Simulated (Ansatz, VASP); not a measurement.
In in VASP and in Ansatz

INCAR

```
SYSTEM = In
ALGO = Normal
EDIFF = 1E-6
ENCUT = 500
GGA = PE
GGA_COMPAT = .False.
ISIF = 2
ISMEAR = 0
LASPH = .True.
LCHARG = .True.
LELF = .True.
LREAL = .False.
LVHAR = .True.
LWAVE = .False.
NBANDS = 12
NELM = 120
PREC = Accurate
SIGMA = 0.1
```

Contents of KPOINTS:

```
k-points
0
Gamma
  8 8 8
  0 0 0
```

The input POSCAR:

```
In
1.0
   -1.7324595743      1.7324595743      1.7324595743
    1.7324595743     -1.7324595743      1.7324595743
    1.7324595743      1.7324595743     -1.7324595743
In
1
Direct
    0.0000000000      0.0000000000      0.0000000000
```

Input for Ansatz:

```yaml
crystal:
  lattice:
    - [-1.7324595743, 1.7324595743, 1.7324595743]
    - [1.7324595743, -1.7324595743, 1.7324595743]
    - [1.7324595743, 1.7324595743, -1.7324595743]
  atoms:
    - { symbol: In, position: [0.0, 0.0, 0.0] }
basis:
  ecutwfc: 420
kpoints:
  mp_grid: { grid: [8, 8, 8] }
hamiltonian:
  xc: pbe
scf:
  occupations: { method: gaussian, width: 0.1 }
output:
  forces: true
  stress: true
  eigenvalues: true
```

Alike in both runs: task single point; functional PBE; k mesh 8 × 8 × 8; occupations gaussian, width 0.1 eV; no spin polarisation.

|  | VASP | Ansatz |
| --- | --- | --- |
| version | VASP 6.6.1 | Ansatz 0.2.0 |
| potentials or method | VASP PAW PBE potentials, release 64 (In_d), cutoff 500 eV | scalar-relativistic, plane waves, PAW |
| valence electrons in the cell | 13 | 13 |

|  | VASP | Ansatz | Ansatz less VASP |
| --- | --- | --- | --- |
| gap on the k mesh at the Fermi level (eV) | none | none | - |
| pressure (GPa) | 21.4 | 21.4 | +0.03 |

A gap of «none» marks a metal or a gap that the smearing closes.
